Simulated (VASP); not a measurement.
ZrN: single point with PBEsol+U

Crystal: ZrN.

```xyz
2
Lattice="0.0000 2.2973 2.2973 2.2973 0.0000 2.2973 2.2973 2.2973 0.0000" Properties=species:S:1:pos:R:3 pbc="T T T"
Zr    0.0000    0.0000    0.0000
N     2.2973    2.2973    2.2973
```

- Program: VASP 6.6.1
- Task: single point
- Functional: PBEsol
- Potentials or basis: VASP PAW PBE potentials, release 64 (Zr_sv, N)
- Cutoff: 600 eV
- k mesh: 20 × 20 × 20
- Occupations: gaussian, width 0.1 eV
- Spin: no spin polarisation
- Hubbard terms: Zr d U = 2.0 eV
- Dipole correction: no
- Further INCAR settings: ALGO = Normal; EDIFF = 1e-06; NBANDS = 16

```yaml
Pressure: -0.9 GPa
Band_gap_on_the_k_mesh: zero (an odd number of electrons rules out a gap without spin polarisation)
```

Levels at points of the mesh, in eV from the Fermi level:
```csv
k point,band 5,band 6,band 7,band 8,band 9,band 10,band 11,band 12,band 13,band 14
"(0.00, 0.00, 0.00)",-16.43,-2.84,-2.84,-2.84,-0.36,-0.36,-0.36,1.65,1.65,2.48
"(0.50, 0.00, 0.00)",-14.20,-7.87,-5.75,-5.75,3.01,3.19,3.19,4.29,7.74,7.74
"(0.50, 0.50, 0.00)",-15.79,-4.84,-3.51,-3.38,-3.38,3.48,4.68,4.68,4.98,8.66
```

Eigenvalues of the final occupation matrices:
| site | spin | trace | eigenvalues |
| --- | --- | --- | --- |
| site 1 d | 1 | 0.81 | 0.16 0.16 0.16 0.17 0.17 |
| site 1 d | 2 | 0.81 | 0.16 0.16 0.16 0.17 0.17 |

Wall time 2.7 min on 1 thread of Intel Xeon 8259CL, with other jobs on the host, peak memory 0.26 GiB.

Caveat: the PAW data sets were made with another functional, which shifts forces and pressure a little; U without spin polarisation on a metal has little footing.
